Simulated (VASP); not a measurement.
**SnSe: relaxation of cell and atoms with LDA**

The system is SnSe.

```
CELL_PARAMETERS angstrom
0.00000 2.94626 2.94626
2.94626 0.00000 2.94626
2.94626 2.94626 0.00000
ATOMIC_POSITIONS crystal
Sn 0.00000 0.00000 0.00000
Se 0.50000 0.50000 0.50000
```

| Quantity | Value |
| --- | --- |
| Program | VASP 6.6.1 |
| Task | relaxation of cell and atoms |
| Functional | LDA |
| Potentials or basis | VASP PAW LDA potentials, release 64 (Sn_d, Se) |
| Cutoff | 600 eV |
| k mesh | 8 × 8 × 8 |
| Occupations | gaussian, width 0.01 eV |
| Spin | no spin polarisation |
| Target pressure | 2 GPa |
| Dipole correction | no |
| Further INCAR settings | ALGO = Normal; EDIFF = 1e-06; IBRION = 2; EDIFFG = -0.001; NSW = 80; ISIF = 3 |

- Relaxed volume: 24.86 Å³/atom
- Relaxed cell: a = 4.127 Å, b = 4.127 Å, c = 4.127 Å, α = 60.00°, β = 60.00°, γ = 60.00°
- Space group after relaxing (to 0.05 Å): Fm-3m (No. 225)
- Energy change on relaxing (the enthalpy is what falls): +4.6 meV/atom
- Ionic steps: 16
- Pressure after relaxing: 2.0 GPa
- Band gap on the k mesh: 0.72 eV, indirect (least direct gap 0.93 eV)

The path:
```csv
step,energy change (eV),largest force (eV/Å),pressure (GPa),volume (Å³)
1,0.0000,0.0000,0.17,51.15
2,0.0201,0.0000,3.00,49.02
3,0.0095,0.0000,2.02,49.70
4,0.0092,0.0000,1.97,49.73
5,0.0092,0.0000,1.97,49.73
6,0.0092,0.0000,1.96,49.73
7,0.0092,0.0000,1.97,49.73
8,0.0092,0.0000,1.97,49.73
9,0.0092,0.0000,1.97,49.73
10,0.0092,0.0000,1.97,49.73
11,0.0092,0.0000,1.97,49.73
12,0.0092,0.0000,1.97,49.73
13,0.0092,0.0000,1.97,49.73
14,0.0092,0.0000,1.97,49.73
15,0.0092,0.0000,1.96,49.72
16,0.0093,0.0000,2.00,49.72
```

Final structure:
```yaml
crystal:
  lattice:
    - [0.00000, 2.91856, 2.91856]
    - [2.91856, 0.00000, 2.91856]
    - [2.91856, 2.91856, 0.00000]
  atoms:
    - { symbol: Sn, position: [0.00000, 0.00000, 0.00000] }
    - { symbol: Se, position: [0.50000, 0.50000, 0.50000] }
```

Levels at points of the mesh, in eV from the valence-band top:
```csv
k point,band 8,band 9,band 10,band 11,band 12,band 13
"(0.00, 0.00, 0.00)",-2.38,-2.38,-2.38,4.63,4.63,4.63
"(0.50, 0.00, 0.00)",-2.09,-2.09,-0.10,0.95,1.18,1.18
"(0.50, 0.50, 0.00)",-6.08,-4.02,-4.02,2.73,5.85,5.85
```

It took 78 s on 1 thread of Intel(R) Xeon(R) Platinum 8488C (Sapphire Rapids), with other jobs on the host, peak memory 0.18 GiB.

Caveat: the cell is relaxed towards a set pressure, so the enthalpy falls and the energy may rise; spin-orbit coupling is left out, which moves the levels of the heavy elements. LDA usually gives volumes a few per cent too small.
